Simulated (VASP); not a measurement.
The system is B2SbN.

```
B Sb N
1.0
     3.16943    0.00000    0.00000
    -1.58471    2.74481    0.00000
     0.00000    0.00000    7.22264
B Sb N
2 1 1
Direct
  0.00000 0.00000 0.68099
  0.00000 0.00000 0.31901
  0.00000 0.00000 0.00000
  0.00000 0.00000 0.50000
```

The cell was built from a structure type or drawn by symmetry, and may not be a known phase.

* Program: VASP 6.6.1
* Task: relaxation of cell and atoms
* Functional: PBE
* Potentials or basis: VASP PAW PBE potentials, release 64 (B, Sb, N)
* Cutoff: 600 eV
* k mesh: 18 × 18 × 6
* Occupations: gaussian, width 0.1 eV
* Spin: no spin polarisation

At the start: pressure 0.3 GPa; volume 15.71 Å³/atom.

How do energy, volume and symmetry change on relaxing?

Over 6 steps the energy falls by 6.5 meV/atom and the volume is 15.75 Å³/atom (+0.3 %); space group P6/mmm (No. 191, to 0.1 Å) before and after.

The path:
| step | energy change (eV) | largest force (eV/Å) | pressure (GPa) | volume (Å³) |
| --- | --- | --- | --- | --- |
| 1 | 0.0000 | 0.3203 | 0.34 | 62.83 |
| 2 | -0.0216 | 0.5022 | -0.89 | 63.13 |
| 3 | -0.0217 | 0.5141 | -0.96 | 63.14 |
| 4 | -0.0144 | 0.8878 | 1.69 | 62.79 |
| 5 | -0.0260 | 0.0062 | 0.02 | 63.01 |
| 6 | -0.0260 | 0.0039 | 0.00 | 63.01 |

Final structure:
```
B Sb N
1.0
     3.14359    0.00000    0.00000
    -1.57179    2.72243    0.00000
     0.00000    0.00000    7.36281
B Sb N
2 1 1
Cartesian
  0.0000 0.0000 4.9885
  3.1436 0.0000 2.3743
  0.0000 0.0000 0.0000
  0.0000 0.0000 3.6814
```
